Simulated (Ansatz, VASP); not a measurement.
## TiS2: VASP beside Ansatz

The input POSCAR:

```
TiS2
1.0
    3.3045318252      0.0000000000      0.0000000000
   -1.6522659126      2.8618085082      0.0000000000
    0.0000000000      0.0000000000      5.8304073461
Ti S
1 2
Direct
    0.0000000000      0.0000000000      0.0000000000
    0.3333333333      0.6666666667      0.2484903894
    0.6666666667      0.3333333333      0.7515096106
```

The input INCAR.step1:

```
ALGO = Normal
EDIFF = 1E-5
ENCUT = 400
GGA = PE
GGA_COMPAT = False
ISIF = 2
ISMEAR = -1
LASPH = True
LREAL = False
LWAVE = True
NBANDS = 19
NELM = 120
PREC = Accurate
SIGMA = 0.02
```

File INCAR.step2:

```
ALGO = Normal
EDIFF = 1E-6
ENCUT = 400
GGA = PE
GGA_COMPAT = False
HFSCREEN = 0.2079
ISIF = 2
ISMEAR = -1
ISTART = 1
LASPH = True
LCHARG = True
LELF = True
LHFCALC = True
LREAL = False
LVHAR = True
LWAVE = False
NBANDS = 19
NELM = 120
PREC = Accurate
PRECFOCK = Normal
SIGMA = 0.02
```

File KPOINTS:

```
k-points
0
Gamma
  6 6 4
```

Input for Ansatz:

```yaml
crystal:
  lattice:
    - [3.3045318252, 0.0, 0.0]
    - [-1.6522659126, 2.8618085082, 0.0]
    - [0.0, 0.0, 5.8304073461]
  atoms:
    - { symbol: Ti, position: [0.0, 0.0, 0.0] }
    - { symbol: S, position: [0.3333333333, 0.6666666667, 0.2484903894] }
    - { symbol: S, position: [0.6666666667, 0.3333333333, 0.7515096106] }
kpoints:
  mp_grid: { grid: [6, 6, 4] }
  band_path:
    path:
      - [0.0, 0.0, 0.0]
      - [0.5, 0.0, 0.0]
      - [0.3333333333, 0.3333333333, 0.0]
      - [0.0, 0.0, 0.5]
      - [0.5, 0.0, 0.5]
      - [0.3333333333, 0.3333333333, 0.5]
    npoints: 1
hamiltonian:
  xc: hse06
scf:
  occupations: { method: fermi_dirac, width: 0.02 }
  n_extra_bands: 4
output:
  forces: true
  stress: true
  eigenvalues: true
```

Change from the starting cell: epitaxial_xy strain -3.1%.

Alike in both runs: task single point; functional HSE06; k mesh 6 × 6 × 4; occupations fermi-dirac, width 0.02 eV; no spin polarisation.

```csv
,VASP,Ansatz
version,VASP 6.6.1,Ansatz 0.2.0
potentials or method,"VASP PAW PBE potentials, release 64 (Ti_sv, S)","plane waves, PAW"
plane-wave cutoff (eV),400,420
valence electrons in the cell,24,24
```

|  | VASP | Ansatz | Ansatz less VASP |
| --- | --- | --- | --- |
| pressure (GPa) | 3.7 | 4.2 | +0.46 |
| traceless stress, the component that is largest in VASP (GPa) | -4.36 | -4.44 | -0.085 |
| rms of the force components (eV/Å) | 0.135 | 0.135 | +0.0004 |

Atom by atom the forces differ by 0.000 eV/Å (rms over components). The functional is the same, so the differences come from potentials, cutoffs and numerics. Ansatz's warnings: stress exchange threshold loose, stress scf threshold loose.
